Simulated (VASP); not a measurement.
Here is a VASP 6.6.1 calculation.

INCAR

```
SYSTEM = TiO2
  ALGO = Normal
  EDIFF = 1E-7
  EDIFFG = -0.01
  ENCUT = 600
  GGA_COMPAT = .FALSE.
  IBRION = 2
  ISIF = 3
  ISMEAR = -1
  KPAR = 4
  LASPH = .TRUE.
  LCHARG = .FALSE.
  LDAU = .TRUE.
  LDAUJ = 0 0
  LDAUL = 2 -1
  LDAUPRINT = 1
  LDAUTYPE = 2
  LDAUU = 2 0
  LMAXMIX = 4
  LREAL = .FALSE.
  LWAVE = .FALSE.
  NELM = 200
  NELMIN = 4
  NSW = 60
  PREC = Accurate
  SIGMA = 0.05
```

The input KPOINTS:

```
k-points
0
G
  7 5 3
  0 0 0
```

The input POSCAR:

```
TiO2
1.0
    2.9682645463      0.0000000000      0.0000000000
    0.0002080834      4.7076067549      0.0000000000
    1.4835696211      0.2423534620      7.0834647979
Ti O
3 6
Direct
    0.0033718700      0.0003888100      0.0007031900
    0.3446402100      0.4802596500      0.3169598700
    0.6617081400      0.5204743600      0.6844963600
    0.4400381600      0.1854376900      0.1285388000
    0.7779263400      0.2977287500      0.4518780700
    0.1012362400      0.3089534200      0.8062432200
    0.9064972100      0.6918369900      0.1951715700
    0.2294071500      0.7030072800      0.5495147300
    0.5680256700      0.8153000600      0.8728271800
```

Potentials or basis: VASP PAW LDA potentials, release 64 (Ti_sv, O).

The run is started by

```console
$ cat potpaw_LDA.64/Ti_sv/POTCAR potpaw_LDA.64/O/POTCAR > POTCAR
$ mpirun -np 4 vasp_std > vasp.out
```

Problem. Predict the relaxed volume.

Solution. 10.77 Å³/atom.

Problem. What does it give for the band gap on the k mesh?

Solution. 2.51 eV (least direct gap 2.52 eV).

Step by step:
| step | energy change (eV) | largest force (eV/Å) | pressure (GPa) | volume (Å³) |
| --- | --- | --- | --- | --- |
| 1 | 0.0000 | 0.2124 | -4.22 | 98.98 |
| 2 | 0.0328 | 0.6730 | 6.72 | 94.89 |
| 3 | -0.0230 | 0.1204 | -0.17 | 97.35 |
| 4 | -0.0230 | 0.1272 | -0.09 | 97.32 |
| 5 | -0.0245 | 0.1006 | 0.03 | 97.10 |
| 6 | -0.0245 | 0.1106 | 0.04 | 97.09 |
| 7 | -0.0249 | 0.0721 | -0.05 | 97.01 |
| 8 | -0.0250 | 0.0442 | -0.02 | 97.03 |
| 9 | -0.0252 | 0.0184 | -0.02 | 97.00 |
| 10 | -0.0253 | 0.0263 | -0.01 | 96.97 |
| 11 | -0.0254 | 0.0178 | 0.00 | 96.93 |
| 12 | -0.0254 | 0.0169 | 0.01 | 96.92 |
| 13 | -0.0255 | 0.0141 | -0.02 | 96.92 |
| 14 | -0.0255 | 0.0183 | -0.03 | 96.93 |
| 15 | -0.0255 | 0.0143 | -0.02 | 96.91 |
| 16 | -0.0255 | 0.0163 | 0.00 | 96.90 |
| 17 | -0.0256 | 0.0122 | 0.02 | 96.89 |
| 18 | -0.0256 | 0.0135 | 0.08 | 96.87 |
| 19 | -0.0256 | 0.0100 | 0.07 | 96.88 |
| 20 | -0.0256 | 0.0112 | -0.04 | 96.90 |
| 21 | -0.0256 | 0.0107 | -0.03 | 96.90 |
| 22 | -0.0256 | 0.0109 | -0.02 | 96.89 |
| 23 | -0.0257 | 0.0144 | 0.01 | 96.88 |
| 24 | -0.0257 | 0.0163 | 0.03 | 96.87 |
| 25 | -0.0257 | 0.0144 | 0.03 | 96.87 |
| 26 | -0.0257 | 0.0149 | 0.02 | 96.87 |
| 27 | -0.0257 | 0.0204 | 0.00 | 96.87 |
| 28 | -0.0257 | 0.0149 | 0.01 | 96.87 |
| 29 | -0.0258 | 0.0179 | 0.04 | 96.87 |
| 30 | -0.0258 | 0.0169 | 0.03 | 96.87 |
| 31 | -0.0258 | 0.0140 | 0.01 | 96.89 |
| 32 | -0.0258 | 0.0179 | -0.03 | 96.92 |
| 33 | -0.0258 | 0.0136 | -0.03 | 96.91 |
| 34 | -0.0258 | 0.0097 | -0.02 | 96.91 |

A k mesh can miss the band edges.
